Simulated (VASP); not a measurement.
# Zr (P6_3/mmc) in VASP: a series of runs

Zr is run at these levels: RPBE, PBE; tasks: electric field gradients, single point.

Program: VASP 6.6.1. These are calculated values, not measurements. Logs are shortened: lines on timing, memory, paths and dates and some standing lists are left out, and cuts for length are marked.

### Step 1. The cell of the first run

Symmetry: P6_3/mmc, No. 194, hexagonal system. Conventional cell: a = 3.295 Å, b = 3.295 Å, c = 5.248 Å, α = 90.00°, β = 90.00°, γ = 120.00°. Within 4.3 Å of Zr (site symmetry -6m2) lie 12 Zr at 3.24 to 3.30 Å.

### Step 2. Electric field gradients, RPBE

File INCAR:

```
PREC = Accurate
ENCUT = 520
EDIFF = 1E-8
ISMEAR = -1
SIGMA = 0.03
LREAL = False
LASPH = True
NELM = 80
ALGO = Normal
ISIF = 2
LWAVE = False
LCHARG = False
GGA = RP
LEFG = True
NBANDS = 19
```

File KPOINTS:

```
Automatic mesh
0
Gamma
  13 13 7
```

File POSCAR:

```
Zr
1.0
    3.2953868297      0.0000000000      0.0000000000
   -1.6476934148      2.8538887098      0.0000000000
    0.0000000000      0.0000000000      5.2479471970
Zr
2
Direct
    0.3333333333      0.6666666667      0.2500000000
    0.6666666667      0.3333333333      0.7500000000
```

Potentials or basis: VASP PAW PBE potentials, release 64 (Zr_sv).

Run with:

```console
$ cat potpaw_PBE.64/Zr_sv/POTCAR > POTCAR
$ mpirun -np 1 vasp_std > vasp.out
```

OUTCAR:

```text
PREC = Accurate
   ENCUT = 520
   EDIFF = 1E-8
   ISMEAR = -1
   LREAL = False
   LASPH = True
   NELM = 80
   ISIF = 2
   GGA = RP

 ion  position               nearest neighbor table
   1  0.333  0.667  0.250-   2 3.24   2 3.24   2 3.24   2 3.24   2 3.24   2 3.24
   2  0.667  0.333  0.750-   1 3.24   1 3.24   1 3.24   1 3.24   1 3.24   1 3.24

  LATTYP: Found a hexagonal cell.
 ALAT       =     3.2953868297
 C/A-ratio  =     1.5925132521

  Lattice vectors:

 A1 = (   3.2953868297,   0.0000000000,   0.0000000000)
 A2 = (  -1.6476934148,   2.8538887098,   0.0000000000)
 A3 = (   0.0000000000,   0.0000000000,   5.2479471970)

Analysis of symmetry for initial positions (statically):
=====================================================================
 Subroutine PRICEL returns:
 Original cell was already a primitive cell.

 Routine SETGRP: Setting up the symmetry group for a
 hexagonal supercell.

 Subroutine GETGRP returns: Found 24 space group operations
 (whereof 12 operations were pure point group operations)
 out of a pool of 24 trial point group operations.

The static configuration has the point symmetry D_3d.
 The point group associated with its full space group is D_6h.

Analysis of symmetry for dynamics (positions and initial velocities):
=====================================================================
 Subroutine PRICEL returns:
 Original cell was already a primitive cell.

 Routine SETGRP: Setting up the symmetry group for a
 hexagonal supercell.

 Subroutine GETGRP returns: Found 24 space group operations
 (whereof 12 operations were pure point group operations)
 out of a pool of 24 trial point group operations.

The dynamic configuration has the point symmetry D_3d.
 The point group associated with its full space group is D_6h.

 Subroutine INISYM returns: Found 24 space group operations
 (whereof 12 operations are pure point group operations),
 and found     1 'primitive' translations

----------------------------------------------------------------------------------------

                                     Primitive cell

  volume of cell :      49.3552

  direct lattice vectors                    reciprocal lattice vectors
     3.295386830  0.000000000  0.000000000     0.303454511  0.175199544  0.000000000
    -1.647693415  2.853888710  0.000000000     0.000000000  0.350399088  0.000000000
     0.000000000  0.000000000  5.247947197     0.000000000  0.000000000  0.190550698

  length of vectors
     3.295386830  3.295386830  5.247947197     0.350399088  0.350399088  0.190550698

  position of ions in fractional coordinates (direct lattice)
     0.333333333  0.666666667  0.250000000
     0.666666667  0.333333333  0.750000000

  ion indices of the primitive-cell ions
   primitive index   ion index
                 1           1
                 2           2

----------------------------------------------------------------------------------------

 KPOINTS: Automatic mesh

Automatic generation of k-mesh.
 Grid dimensions read from file:
 generate k-points for:   13   13    7

 Generating k-lattice:

  Cartesian coordinates                     Fractional coordinates (reciprocal lattice)
     0.023342655  0.013476888  0.000000000     0.076923077  0.000000000  0.000000000
     0.000000000  0.026953776  0.000000000     0.000000000  0.076923077  0.000000000
     0.000000000  0.000000000  0.027221528     0.000000000  0.000000000  0.142857143

  Length of vectors
     0.026953776  0.026953776  0.027221528

  Shift w.r.t. Gamma in fractional coordinates (k-lattice)
     0.000000000  0.000000000  0.000000000

 Subroutine IBZKPT returns following result:
 ===========================================

 Found     84 irreducible k-points:

 Following reciprocal coordinates:
            Coordinates               Weight
  0.000000  0.000000  0.000000      1.000000
  0.076923  0.000000  0.000000      6.000000
  0.153846  0.000000  0.000000      6.000000
  0.230769  0.000000  0.000000      6.000000
  0.307692  0.000000  0.000000      6.000000
  0.384615  0.000000  0.000000      6.000000
[... 16 lines left out ...]
  0.076923  0.000000  0.142857     12.000000
  0.153846  0.000000  0.142857     12.000000
 [... further k-points ...]
   k-points           NKPTS =     84   k-points in BZ     NKDIM =     84   number of bands    NBANDS=     19
   number of dos      NEDOS =    301   number of ions     NIONS =      2
   total plane-waves  NPLWV =  31360
   dimension x,y,z NGX =    28 NGY =   28 NGZ =   40
   dimension x,y,z NGXF=    56 NGYF=   56 NGZF=   80
   ions per type =               2
   NGX,Y,Z   is equivalent  to a cutoff of  14.13, 14.13, 12.67 a.u.
   NGXF,Y,Z  is equivalent  to a cutoff of  28.25, 28.25, 25.34 a.u.
 SYSTEM =  unknown system
   PREC   = accura    normal or accurate (medium, high low for compatibility)
   ISTART =      0    job   : 0-new  1-cont  2-samecut
   ICHARG =      2    charge: 1-file 2-atom 10-const
   ISPIN  =      1    spin polarized calculation?
   LNONCOLLINEAR =      F non collinear calculations
   LSORBIT =      F    spin-orbit coupling
   LASPH  =      T    aspherical Exc in radial PAW
   ENCUT  =  520.0 eV  38.22 Ry    6.18 a.u.   6.13  6.13  9.76*2*pi/ulx,y,z
   NELM   =     80;   NELMIN=  2; NELMDL= -5     # of ELM steps
   EDIFF  = 0.1E-07   stopping-criterion for ELM
   LREAL  =      F    real-space projection
   EDIFFG = 0.1E-06   stopping-criterion for IOM
   NSW    =      0    number of steps for IOM
   IBRION =     -1    ionic relax: 0-MD 1-quasi-New 2-CG
   NFREE  =      0    steps in history (QN), initial steepest desc. (CG)
   ISIF   =      2    stress and relaxation
   ISYM   =      2    0-nonsym 1-usesym 2-fastsym
   POTIM  = 0.5000    time-step for ionic-motion
   TEBEG  =    0.0;   TEEND  =   0.0 temperature during run
   PSTRESS=    0.0 pullay stress
   NELECT =      24.0000    total number of electrons
   NUPDOWN=      -1.0000    fix difference up-down
   EMIN   =  10.00;   EMAX   =-10.00  energy-range for DOS
   EFERMI =   0.00;   METHOD = LEGACY
   ISMEAR =    -1;   SIGMA  =   0.03  broadening in eV -4-tet -1-fermi 0-gaus
   EFERMI_NEDOS =   21; number of points for ismear=-14 and -15
   IALGO  =     38    algorithm
   IMIX   =      4    mixing-type and parameters
     AMIX     =   0.40;   BMIX     =  1.00
     AMIX_MAG =   1.60;   BMIX_MAG =  1.00
  volume/ion in A,a.u.               =      24.68       166.53
  Fermi-wavevector in a.u.,A,eV,Ry     =   1.287363  2.432763 22.548975  1.657303
  Thomas-Fermi vector in A             =   2.419382
   LORBIT       =      0    0 simple, 1 ext, 2 COOP (PROOUT), +10 PAW based schemes
   GGA     = RP    functional components
   LHFCALC =     F    Hartree Fock is set to
   AEXX    =    0.0000 exact exchange contribution
   IVDW    =     0    specifies the selected vdW correction
   LEPSILON=     F    determine dielectric tensor
   LRPA    =     F    only Hartree local field effects (RPA)
 non-spin polarized calculation
  energy-cutoff  :      520.00
  volume of cell :       49.36
 maximum number of plane-waves:      1342
 NGX is ok and might be reduce to    28
   NGX = 13   NGY = 13   NGZ = 19

 number of electron      24.0000001 magnetization

 Free energy of the ion-electron system (eV)
  ---------------------------------------------------
  ext. energy  EPLUGINS =         0.00000000
  ---------------------------------------------------
  free energy    TOTEN  =       -16.18489130 eV

  energy without entropy =      -16.17810840  energy(sigma->0) =      -16.18149985

 E-fermi :   8.4728     XC(G=0): -10.7442

 val. band max:        8.4656230763   @ k =   0.3077   0.2308   0.2857
 cond. band min:       8.5001253372   @ k =   0.2308   0.1538   0.4286
 fundamental gap:      0.0345022609
 Fermi energy:         8.4727911353

 k-point     1 :       0.0000    0.0000    0.0000
  band No.  band energies     occupation
      1     -40.5478      2.00000
      2     -40.4276      2.00000
      3     -18.9683      2.00000
      4     -18.2496      2.00000
      5     -18.2496      2.00000
      6     -18.1404      2.00000
[... 11 lines left out ...]
     18      10.4849      0.00000
     19      12.6081      0.00000
[... 485 lines left out ...]
 k-point    24 :       0.1538    0.0000    0.1429
  band No.  band energies     occupation
      1     -40.5225      2.00000
      2     -40.4251      2.00000
      3     -18.8798      2.00000
      4     -18.3627      2.00000
      5     -18.2911      2.00000
      6     -18.2824      2.00000
[... 11 lines left out ...]
     18      10.6189      0.00000
     19      12.8860      0.00000

 [... further k-points ...]

------------------------ aborting loop because EDIFF is reached ----------------------------------------

  FORCE on cell =-STRESS in cart. coord.  units (eV):
  Direction    XX          YY          ZZ          XY          YZ          ZX
  --------------------------------------------------------------------------------------
  -------------------------------------------------------------------------------------
  Total       -0.8220025     -0.8220025     -0.6783717     -0.0000000     -0.0000000      0.0000000
  in kB      -26.6839930    -26.6839930    -22.0214235     -0.0000000     -0.0000000      0.0000000
  external PRESSURE =     -25.1298032 kB  Pullay stress =       0.0000000 kB

 VOLUME and BASIS-vectors are now :
 -----------------------------------------------------------------------------
  energy-cutoff  :      520.00
  volume of cell :       49.36
      direct lattice vectors                 reciprocal lattice vectors
     3.295386830  0.000000000  0.000000000     0.303454511  0.175199544  0.000000000
    -1.647693415  2.853888710  0.000000000     0.000000000  0.350399088  0.000000000
     0.000000000  0.000000000  5.247947197     0.000000000  0.000000000  0.190550698

 POSITION                                       TOTAL-FORCE (eV/Angst)
 -----------------------------------------------------------------------------------
     -0.00000      1.90259      1.31199         0.000000     -0.000000      0.000000
      1.64769      0.95130      3.93596        -0.000000      0.000000      0.000000
 -----------------------------------------------------------------------------------
    total drift:                               -0.000000      0.000000     -0.000000

  FREE ENERGIE OF THE ION-ELECTRON SYSTEM (eV)
  ---------------------------------------------------
  free  energy   TOTEN  =       -16.1848913023 eV

  energy  without entropy=      -16.1781084002  energy(sigma->0) =      -16.18149985

 Electric field gradients (V/A^2)
---------------------------------------------------------------------
 ion       V_xx      V_yy      V_zz      V_xy      V_xz      V_yz
---------------------------------------------------------------------
   1     -16.978   -16.978    33.956     0.000     0.000    -0.000
   2     -16.978   -16.978    33.956     0.000    -0.000     0.000
---------------------------------------------------------------------

 Electric field gradients after diagonalization (V/A^2)
 (convention: |V_zz| > |V_xx| > |V_yy|)
----------------------------------------------------------------------
 ion       V_xx      V_yy      V_zz     asymmetry (V_yy - V_xx)/ V_zz
----------------------------------------------------------------------
   1     -16.978   -16.978    33.956       0.000
   2     -16.978   -16.978    33.956       0.000
----------------------------------------------------------------------

           NMR quadrupolar parameters

 Cq : quadrupolar parameter    Cq=e*Q*V_zz/h
 eta: asymmetry parameters     (V_yy - V_xx)/ V_zz
 Q  : nuclear electric quadrupole moment in mb (millibarn)
----------------------------------------------------------------------
 ion       Cq(MHz)       eta       Q (mb)
----------------------------------------------------------------------
   1       0.082       0.000       1.000
   2       0.082       0.000       1.000
----------------------------------------------------------------------
```

It took 2.3 min on 1 thread of Intel Xeon 8259CL, shared host; peak memory 0.22 GiB.

Results:

```
Free energy                             : -16.1849 eV
Pressure                                : -2.5 GPa
Band gap on the k mesh                  : zero (bands 12 and 13 overlap by 1.13 eV)
Largest electric field gradient by atom : Zr +34.0 V/Å²
```

Stress tensor (GPa, compression positive):
```
-2.67  0.00  0.00
 0.00 -2.67  0.00
 0.00  0.00 -2.20
```

Electric field gradients, principal values (V/Å²):
```csv
atom,least,middle,greatest (by size)
1 Zr,-16.978,-16.978,33.956
2 Zr,-16.978,-16.978,33.956
```

Caveat: without QUAD_EFG the Cq values of the log hold for a quadrupole moment of 1 mb, not for the nuclei; the PAW data sets were made with another functional, which shifts forces and pressure a little.

### Step 3. Single point, PBE

This run uses another cell than the first one, of 23.28 Å³/atom.

File POSCAR:

```
Zr
1.0
    3.2319982225      0.0000000000      0.0000000000
   -1.6159991112      2.7989925656      0.0000000000
    0.0000000000      0.0000000000      5.1470000000
Zr
2
Direct
    0.3333333333      0.6666666667      0.2500000000
    0.6666666667      0.3333333333      0.7500000000
```

File INCAR.step1:

```
ALGO     = Normal         # electronic algorithm
EDIFF    = 1E-6           # SCF threshold, eV
ENCUT    = 520            # plane-wave cutoff, eV
GGA      = PE             # functional
ISIF     = 2              # what is computed and relaxed
ISMEAR   = -1             # smearing method
LASPH    = True           # aspherical terms in the spheres
LCHARG   = True           # write CHGCAR
LMAXMIX  = 4              # l up to which the mixer works
LREAL    = False          # projectors in reciprocal space
LWAVE    = False          # write WAVECAR
NBANDS   = 19             # bands
NELM     = 100            # most SCF steps
PREC     = Accurate       # precision mode
SIGMA    = 0.03           # smearing width, eV
```

File KPOINTS.step1:

```
k-points
0
Gamma
  13 13 7
```

File INCAR.step2:

```
ALGO     = Normal         # electronic algorithm
EDIFF    = 1E-6           # SCF threshold, eV
ENCUT    = 520            # plane-wave cutoff, eV
GGA      = PE             # functional
ICHARG   = 11             # starting density
ISIF     = 2              # what is computed and relaxed
ISMEAR   = -5             # smearing method
LASPH    = True           # aspherical terms in the spheres
LCHARG   = False          # write CHGCAR
LMAXMIX  = 4              # l up to which the mixer works
LORBIT   = 10             # projections on sites
LREAL    = False          # projectors in reciprocal space
LWAVE    = False          # write WAVECAR
NBANDS   = 19             # bands
NEDOS    = 1001           # points of the DOS
NELM     = 100            # most SCF steps
PREC     = Accurate       # precision mode
SIGMA    = 0.03           # smearing width, eV
```

File KPOINTS.step2:

```
k-points
0
Gamma
  20 20 11
```

Potentials or basis: VASP PAW PBE potentials, release 64 (Zr_sv).

Run with:

```console
$ cat potpaw_PBE.64/Zr_sv/POTCAR > POTCAR
$ cp INCAR.step1 INCAR
$ cp KPOINTS.step1 KPOINTS
$ mpirun -np 1 vasp_std > vasp.out
$ cp INCAR.step2 INCAR
$ cp KPOINTS.step2 KPOINTS
$ mpirun -np 1 vasp_std > vasp.out
```

Run time: 2.9 min. Hardware: 1 thread of Intel Xeon 8259CL, shared host; peak memory 0.3 GiB.

Results (log left out):

| Item | Value |
| --- | --- |
| Valence electrons inside the program's atomic spheres | Zr 9.82 |

Levels at points of the mesh, in eV from the Fermi level:
| k point | band 10 | band 11 | band 12 | band 13 | band 14 | band 15 |
| --- | --- | --- | --- | --- | --- | --- |
| (0.00, 0.00, 0.00) | -3.06 | 0.83 | 0.83 | 0.98 | 1.14 | 1.53 |
| (0.50, 0.00, 0.00) | -2.54 | -2.17 | -0.25 | 0.51 | 0.75 | 1.43 |

Caveat: tetrahedron occupations give inexact forces and stress in metals.
